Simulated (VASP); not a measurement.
# Ge (I4_1/amd) in VASP: notebook, part 2 of 2

VASP 6.6.1. The steps go on from the part before.

## (3) Single point, PBEsol

Contents of INCAR:

```
ALGO     = Normal         # electronic algorithm
EDIFF    = 1E-7           # SCF threshold, eV
ENCUT    = 520            # plane-wave cutoff, eV
GGA      = PS             # functional
ISIF     = 2              # what is computed and relaxed
ISMEAR   = -1             # smearing method
LASPH    = True           # aspherical terms in the spheres
LCHARG   = False          # write CHGCAR
LREAL    = False          # projectors in reciprocal space
LWAVE    = False          # write WAVECAR
NBANDS   = 21             # bands
NELM     = 60             # most SCF steps
PREC     = Accurate       # precision mode
SIGMA    = 0.1            # smearing width, eV
```

Contents of KPOINTS:

```
k-points
0
Gamma
  11 11 11
```

Contents of POSCAR:

```
Ge
1.0
   -2.5744900000      2.5744900000      1.3974130000
    2.5744900000     -2.5744900000      1.3974130000
    2.5744900000      2.5744900000     -1.3974130000
Ge
2
Direct
    0.2500000000      0.7500000000      0.5000000000
    0.5000000000      0.5000000000      0.0000000000
```

Potentials or basis: VASP PAW PBE potentials, release 64 (Ge_d).

Command:

```console
$ cat potpaw_PBE.64/Ge_d/POTCAR > POTCAR
$ mpirun -np 1 vasp_std > vasp.out
```

OUTCAR:

```text
EDIFF = 1E-7
   ENCUT = 520
   GGA = PS
   ISIF = 2
   ISMEAR = -1
   LASPH = True
   LREAL = False
   NELM = 60
   PREC = Accurate

 ion  position               nearest neighbor table
   1  0.250  0.750  0.500-   2 2.67   2 2.67   2 2.67   2 2.67
   2  0.500  0.500  0.000-   1 2.67   1 2.67   1 2.67   1 2.67

  LATTYP: Found a body centered tetragonal cell.
 ALAT       =     5.1489800000
 C/A-ratio  =     0.5427921647

  Lattice vectors:

 A1 = (  -2.5744900000,   2.5744900000,   1.3974130000)
 A2 = (   2.5744900000,  -2.5744900000,   1.3974130000)
 A3 = (   2.5744900000,   2.5744900000,  -1.3974130000)

Analysis of symmetry for initial positions (statically):
=====================================================================
 Subroutine PRICEL returns:
 Original cell was already a primitive cell.

 Routine SETGRP: Setting up the symmetry group for a
 body centered tetragonal supercell.

 Subroutine GETGRP returns: Found 16 space group operations
 (whereof  8 operations were pure point group operations)
 out of a pool of 16 trial point group operations.

The static configuration has the point symmetry D_2d.
 The point group associated with its full space group is D_4h.

Analysis of symmetry for dynamics (positions and initial velocities):
=====================================================================
 Subroutine PRICEL returns:
 Original cell was already a primitive cell.

 Routine SETGRP: Setting up the symmetry group for a
 body centered tetragonal supercell.

 Subroutine GETGRP returns: Found 16 space group operations
 (whereof  8 operations were pure point group operations)
 out of a pool of 16 trial point group operations.

The dynamic configuration has the point symmetry D_2d.
 The point group associated with its full space group is D_4h.

 Subroutine INISYM returns: Found 16 space group operations
 (whereof  8 operations are pure point group operations),
 and found     1 'primitive' translations

----------------------------------------------------------------------------------------

                                     Primitive cell

  volume of cell :      37.0482

  direct lattice vectors                    reciprocal lattice vectors
    -2.574490000  2.574490000  1.397413000     0.000000000  0.194213223  0.357804028
     2.574490000 -2.574490000  1.397413000     0.194213223  0.000000000  0.357804028
     2.574490000  2.574490000 -1.397413000     0.194213223  0.194213223  0.000000000

  length of vectors
     3.899841101  3.899841101  3.899841101     0.407114847  0.407114847  0.274658974

  position of ions in fractional coordinates (direct lattice)
     0.250000000  0.750000000  0.500000000
     0.500000000  0.500000000  0.000000000

  ion indices of the primitive-cell ions
   primitive index   ion index
                 1           1
                 2           2

----------------------------------------------------------------------------------------

 KPOINTS: k-points

Automatic generation of k-mesh.
 Grid dimensions read from file:
 generate k-points for:   11   11   11

 Generating k-lattice:

  Cartesian coordinates                     Fractional coordinates (reciprocal lattice)
     0.000000000  0.017655748  0.032527639     0.090909091  0.000000000 -0.000000000
     0.017655748  0.000000000  0.032527639     0.000000000  0.090909091 -0.000000000
     0.017655748  0.017655748  0.000000000     0.000000000  0.000000000  0.090909091

  Length of vectors
     0.037010441  0.037010441  0.024968998

  Shift w.r.t. Gamma in fractional coordinates (k-lattice)
     0.000000000  0.000000000  0.000000000

 Subroutine IBZKPT returns following result:
 ===========================================

 Found    126 irreducible k-points:

 Following reciprocal coordinates:
            Coordinates               Weight
  0.000000  0.000000  0.000000      1.000000
  0.090909 -0.000000  0.000000      8.000000
  0.181818  0.000000  0.000000      8.000000
  0.272727 -0.000000  0.000000      8.000000
  0.363636  0.000000 -0.000000      8.000000
  0.454545  0.000000 -0.000000      8.000000
[... 16 lines left out ...]
 -0.272727  0.181818 -0.000000     16.000000
 -0.181818  0.181818  0.000000      4.000000
 [... further k-points ...]
   k-points           NKPTS =    126   k-points in BZ     NKDIM =    126   number of bands    NBANDS=     21
   number of dos      NEDOS =    301   number of ions     NIONS =      2
   total plane-waves  NPLWV =  27000
   dimension x,y,z NGX =    30 NGY =   30 NGZ =   30
   dimension x,y,z NGXF=    60 NGYF=   60 NGZF=   60
   ions per type =               2
   NGX,Y,Z   is equivalent  to a cutoff of  12.79, 12.79, 12.79 a.u.
   NGXF,Y,Z  is equivalent  to a cutoff of  25.58, 25.58, 25.58 a.u.
 SYSTEM =  unknown system
   PREC   = accura    normal or accurate (medium, high low for compatibility)
   ISTART =      0    job   : 0-new  1-cont  2-samecut
   ICHARG =      2    charge: 1-file 2-atom 10-const
   ISPIN  =      1    spin polarized calculation?
   LNONCOLLINEAR =      F non collinear calculations
   LSORBIT =      F    spin-orbit coupling
   LASPH  =      T    aspherical Exc in radial PAW
   ENCUT  =  520.0 eV  38.22 Ry    6.18 a.u.   7.25  7.25  7.25*2*pi/ulx,y,z
   NELM   =     60;   NELMIN=  2; NELMDL= -5     # of ELM steps
   EDIFF  = 0.1E-06   stopping-criterion for ELM
   LREAL  =      F    real-space projection
   EDIFFG = 0.1E-05   stopping-criterion for IOM
   NSW    =      0    number of steps for IOM
   IBRION =     -1    ionic relax: 0-MD 1-quasi-New 2-CG
   NFREE  =      0    steps in history (QN), initial steepest desc. (CG)
   ISIF   =      2    stress and relaxation
   ISYM   =      2    0-nonsym 1-usesym 2-fastsym
   POTIM  = 0.5000    time-step for ionic-motion
   TEBEG  =    0.0;   TEEND  =   0.0 temperature during run
   PSTRESS=    0.0 pullay stress
   NELECT =      28.0000    total number of electrons
   NUPDOWN=      -1.0000    fix difference up-down
   EMIN   =  10.00;   EMAX   =-10.00  energy-range for DOS
   EFERMI =   0.00;   METHOD = LEGACY
   ISMEAR =    -1;   SIGMA  =   0.10  broadening in eV -4-tet -1-fermi 0-gaus
   EFERMI_NEDOS =   21; number of points for ismear=-14 and -15
   IALGO  =     38    algorithm
   IMIX   =      4    mixing-type and parameters
     AMIX     =   0.40;   BMIX     =  1.00
     AMIX_MAG =   1.60;   BMIX_MAG =  1.00
  volume/ion in A,a.u.               =      18.52       125.01
  Fermi-wavevector in a.u.,A,eV,Ry     =   1.491209  2.817976 30.255324  2.223704
  Thomas-Fermi vector in A             =   2.603893
   LORBIT       =      0    0 simple, 1 ext, 2 COOP (PROOUT), +10 PAW based schemes
   GGA     = PS    functional components
   LHFCALC =     F    Hartree Fock is set to
   AEXX    =    0.0000 exact exchange contribution
   IVDW    =     0    specifies the selected vdW correction
   LEPSILON=     F    determine dielectric tensor
   LRPA    =     F    only Hartree local field effects (RPA)
 non-spin polarized calculation
  energy-cutoff  :      520.00
  volume of cell :       37.05
 maximum number of plane-waves:      1029
 NGX is ok and might be reduce to    30
   NGX = 15   NGY = 15   NGZ = 15

 number of electron      28.0000028 magnetization

 Free energy of the ion-electron system (eV)
  ---------------------------------------------------
  ext. energy  EPLUGINS =         0.00000000
  ---------------------------------------------------
  free energy    TOTEN  =        -9.55194577 eV

  energy without entropy =       -9.52517253  energy(sigma->0) =       -9.53855915

 E-fermi :   6.6585     XC(G=0): -11.4695

 val. band max:        6.6358379964   @ k =  -0.1818  -0.1818   0.0909
 cond. band min:       6.6723365654   @ k =   0.4545   0.2727   0.0909
 fundamental gap:      0.0364985689
 Fermi energy:         6.6584594722

 k-point     1 :       0.0000    0.0000    0.0000
  band No.  band energies     occupation
      1     -18.0126      2.00000
      2     -17.9685      2.00000
      3     -17.9367      2.00000
      4     -17.9361      2.00000
      5     -17.8295      2.00000
      6     -17.8295      2.00000
[... 13 lines left out ...]
     20      18.2216      0.00000
     21      19.1972      0.00000

 k-point     2 :       0.0909   -0.0000    0.0000
  band No.  band energies     occupation
      1     -18.0093      2.00000
      2     -17.9574      2.00000
      3     -17.9325      2.00000
      4     -17.9227      2.00000
      5     -17.8381      2.00000
      6     -17.8367      2.00000
[... 520 lines left out ...]
 k-point    24 :      -0.1818    0.1818    0.0000
  band No.  band energies     occupation
      1     -17.9951      2.00000
      2     -17.9713      2.00000
      3     -17.9456      2.00000
      4     -17.9211      2.00000
      5     -17.8376      2.00000
      6     -17.8215      2.00000
[... 13 lines left out ...]
     20      18.8741      0.00000
     21      19.2739      0.00000

 [... further k-points ...]
[... 5 lines left out ...]
  --------------------------------------------------------------------------------------
  -------------------------------------------------------------------------------------
  Total       -0.1078586     -0.1078586     -0.1882166      0.0000000     -0.0000000      0.0000000
  in kB       -4.6644263     -4.6644263     -8.1395665      0.0000000     -0.0000000      0.0000000
  external PRESSURE =      -5.8228063 kB  Pullay stress =       0.0000000 kB

 VOLUME and BASIS-vectors are now :
 -----------------------------------------------------------------------------
  energy-cutoff  :      520.00
  volume of cell :       37.05
      direct lattice vectors                 reciprocal lattice vectors
    -2.574490000  2.574490000  1.397413000     0.000000000  0.194213223  0.357804028
     2.574490000 -2.574490000  1.397413000     0.194213223  0.000000000  0.357804028
     2.574490000  2.574490000 -1.397413000     0.194213223  0.194213223  0.000000000

 POSITION                                       TOTAL-FORCE (eV/Angst)
 -----------------------------------------------------------------------------------
      2.57449      0.00000      0.69871         0.000000     -0.000000      0.000000
      0.00000      0.00000      1.39741        -0.000000      0.000000     -0.000000
 -----------------------------------------------------------------------------------
    total drift:                                0.000000     -0.000000      0.000000

  FREE ENERGIE OF THE ION-ELECTRON SYSTEM (eV)
  ---------------------------------------------------
  free  energy   TOTEN  =        -9.5519457732 eV

  energy  without entropy=       -9.5251725345  energy(sigma->0) =       -9.53855915
```

Run time: 86 s. Hardware: 1 thread of Intel Xeon Platinum 8259CL at 2.50GHz (Skylake/Cascade Lake), shared host; peak memory 0.22 GiB.

Results:

- Free energy: -9.5519 eV
- Pressure: -0.6 GPa
- Band gap on the k mesh: zero (band 14 reaches 8.39 eV, above the bottom of band 15 at 3.67 eV)

Caveat: the PAW data sets were made with another functional, which shifts forces and pressure a little.
